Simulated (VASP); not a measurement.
Input of a VASP 6.6.1 run:

File INCAR:

```
SYSTEM = Zr
PREC     = Accurate       ! precision mode
ENCUT    = 500            ! plane-wave cutoff, eV
EDIFF    = 1E-6           ! SCF threshold, eV
ISMEAR   = -1             ! smearing method
SIGMA    = 0.1            ! smearing width, eV
LREAL    = .False.        ! projectors in reciprocal space
LASPH    = .True.         ! aspherical terms in the spheres
NELM     = 120            ! most SCF steps
ALGO     = Normal         ! electronic algorithm
ISIF     = 2              ! what is computed and relaxed
LWAVE    = .False.        ! write WAVECAR
LCHARG   = .True.         ! write CHGCAR
LELF     = .True.         ! ELF
LVHAR    = .True.       
NBANDS   = 19             ! bands
GGA_COMPAT= .False.
```

KPOINTS

```
Automatic mesh
0
Gamma
  7 7 4
  0 0 0
```

The input POSCAR:

```
Zr
1.0
    3.1544479799      0.0000000000      0.0000000000
   -1.5772239899      2.7318320855      0.0000000000
    0.0000000000      0.0000000000      5.0632628645
Zr
2
Direct
    0.3333333333      0.6666666667      0.2500000000
    0.6666666667      0.3333333333      0.7500000000
```

Potentials or basis: VASP PAW LDA potentials, release 64 (Zr_sv).

Run with:

```console
$ cat potpaw_LDA.64/Zr_sv/POTCAR > POTCAR
$ mpirun -np 1 vasp_std > vasp.out
```

(1) Predict the band gap on the k mesh.

(2) What does it give for the pressure?

## Answers

(1) zero (bands 12 and 13 overlap by 0.83 eV).

(2) 0.1 GPa.
